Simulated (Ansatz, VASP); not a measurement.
## Two plane-wave programs on TaH5

File INCAR:

```
SYSTEM = TaH5
PREC     = Accurate       ! precision mode
ENCUT    = 600            ! plane-wave cutoff, eV
EDIFF    = 1E-6           ! SCF threshold, eV
ISMEAR   = 0              ! smearing method
SIGMA    = 0.1            ! smearing width, eV
LREAL    = .False.        ! projectors in reciprocal space
LASPH    = .True.         ! aspherical terms in the spheres
NELM     = 60             ! most SCF steps
ALGO     = Normal         ! electronic algorithm
ISIF     = 3              ! what is computed and relaxed
LWAVE    = .False.        ! write WAVECAR
LCHARG   = .False.        ! write CHGCAR
GGA      = PE             ! functional
IBRION   = 2              ! ionic algorithm
NSW      = 100            ! ionic steps
EDIFFG   = -0.01          ! ionic threshold
```

KPOINTS

```
regular mesh
0
Gamma
  14 14 14
  0 0 0
```

File POSCAR:

```
TaH5
1.0
    0.0000000000      2.4858384538      2.4858384538
    2.4858384538      0.0000000000      2.4858384538
    2.4858384538      2.4858384538      0.0000000000
Ta H
1 5
Direct
    0.0000000000      0.0000000000      0.0000000000
    0.2500000000      0.2500000000      0.2500000000
    0.6251603737      0.6251603737      0.6251603737
    0.1245188788      0.6251603737      0.6251603737
    0.6251603737      0.6251603737      0.1245188788
    0.6251603737      0.1245188788      0.6251603737
```

Input for Ansatz:

```yaml
crystal:
  lattice:
    - [0.0, 2.4858384538, 2.4858384538]
    - [2.4858384538, 0.0, 2.4858384538]
    - [2.4858384538, 2.4858384538, 0.0]
  atoms:
    - { symbol: Ta, position: [0.0, 0.0, 0.0] }
    - { symbol: H, position: [0.25, 0.25, 0.25] }
    - { symbol: H, position: [0.6251603737, 0.6251603737, 0.6251603737] }
    - { symbol: H, position: [0.1245188788, 0.6251603737, 0.6251603737] }
    - { symbol: H, position: [0.6251603737, 0.6251603737, 0.1245188788] }
    - { symbol: H, position: [0.6251603737, 0.1245188788, 0.6251603737] }
basis:
  ecutwfc: 420
kpoints:
  mp_grid: { grid: [14, 14, 14] }
hamiltonian:
  xc: pbe
scf:
  occupations: { method: gaussian, width: 0.1 }
output:
  forces: true
  stress: true
  eigenvalues: true
  write_density: true
  write_potential: true
  elf: true
  volumetric_format: npy
relax:
  adjacent_minimum: "off"
  f_tol: 0.01
  max_steps: 80
  cell: { stress_tol: 0.05 }
```

Change from the starting cell: species swapped into the ZrCu5 type (F-43m, No. 216).

Alike in both runs: task relaxation of cell and atoms; functional PBE; k mesh 14 × 14 × 14; occupations gaussian, width 0.1 eV; no spin polarisation.

```csv
,VASP,Ansatz
version,VASP 6.6.1,Ansatz 0.2.0
potentials or method,"VASP PAW PBE potentials, release 64 (Ta_pv, H), cutoff 600 eV","scalar-relativistic, plane waves, PAW"
valence electrons in the cell,16,18
```

|  | VASP | Ansatz | Ansatz less VASP |
| --- | --- | --- | --- |
| gap on the k mesh at the Fermi level, each at its own relaxed structure (eV) | none | none | - |
| relaxed volume (Å³/atom) | 5.13 | 5.13 | -0.007 |
| relaxed length of the cell vector where the two differ most in proportion (Å) | 3.518 | 3.517 | -0.0015 |

A gap of «none» marks a metal or a gap that the smearing closes. VASP's potentials hold 16 valence electrons a cell and Ansatz's 18, so a difference there can come from the potentials and not from the codes.

Spin-orbit coupling is off throughout.
